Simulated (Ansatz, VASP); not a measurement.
# One calculation of Ag, two programs

INCAR

```
SYSTEM = Ag
PREC     = Accurate       ! precision mode
ENCUT    = 520            ! plane-wave cutoff, eV
EDIFF    = 1E-6           ! SCF threshold, eV
ISMEAR   = 0              ! smearing method
SIGMA    = 0.15           ! smearing width, eV
LREAL    = .False.        ! projectors in reciprocal space
LASPH    = .True.         ! aspherical terms in the spheres
NELM     = 100            ! most SCF steps
ALGO     = Fast           ! electronic algorithm
ISIF     = 2              ! what is computed and relaxed
LWAVE    = .False.        ! write WAVECAR
LCHARG   = .False.        ! write CHGCAR
GGA      = PS             ! functional
NBANDS   = 30             ! bands
```

KPOINTS

```
Automatic mesh
0
Gamma
  18 18 6
  0 0 0
```

The input POSCAR:

```
Ag
1.0
    2.9140174710      0.0000000000      0.0000000000
   -1.4570087355      2.5236131569      0.0000000000
    0.0000000000      0.0000000000      9.0579171177
Ag
4
Direct
    0.3333333333      0.6666666667      0.2500000000
    0.6666666667      0.3333333333      0.7500000000
    0.0000000000      0.0000000000      0.0000000000
    0.0000000000      0.0000000000      0.5000000000
```

Input for Ansatz:

```yaml
crystal:
  lattice:
    - [2.914017471, 0.0, 0.0]
    - [-1.4570087355, 2.5236131569, 0.0]
    - [0.0, 0.0, 9.0579171177]
  atoms:
    - { symbol: Ag, position: [0.3333333333, 0.6666666667, 0.25] }
    - { symbol: Ag, position: [0.6666666667, 0.3333333333, 0.75] }
    - { symbol: Ag, position: [0.0, 0.0, 0.0] }
    - { symbol: Ag, position: [0.0, 0.0, 0.5] }
basis:
  ecutwfc: 420
kpoints:
  mp_grid: { grid: [18, 18, 6] }
hamiltonian:
  xc: pbesol
scf:
  occupations: { method: gaussian, width: 0.15 }
output:
  forces: true
  stress: true
  eigenvalues: true
```

Change from the starting cell: strain +0.015 along x and y, -0.030 along z, atoms carried along.

Alike in both runs: task single point; functional PBEsol; k mesh 18 × 18 × 6; occupations gaussian, width 0.15 eV; no spin polarisation.

|  | VASP | Ansatz |
| --- | --- | --- |
| version | VASP 6.6.1 | Ansatz 0.2.0 |
| potentials or method | VASP PAW PBE potentials, release 64 (Ag), cutoff 520 eV | scalar-relativistic, plane waves, PAW |
| valence electrons in the cell | 44 | 76 |

```tsv
	VASP	Ansatz	Ansatz less VASP
gap on the k mesh at the Fermi level (eV)	none	none	-
pressure (GPa)	0.3	0.5	+0.19
traceless stress, the component that is largest in VASP (GPa)	3.55	3.58	+0.027
```

VASP's potentials were made for PBE, not for PBEsol. A gap of «none» marks a metal or a gap that the smearing closes. With one functional, cell and mesh, what is left measures potentials, basis and numerics. VASP's potentials hold 44 valence electrons a cell and Ansatz's 76, so a difference there can come from the potentials and not from the codes.
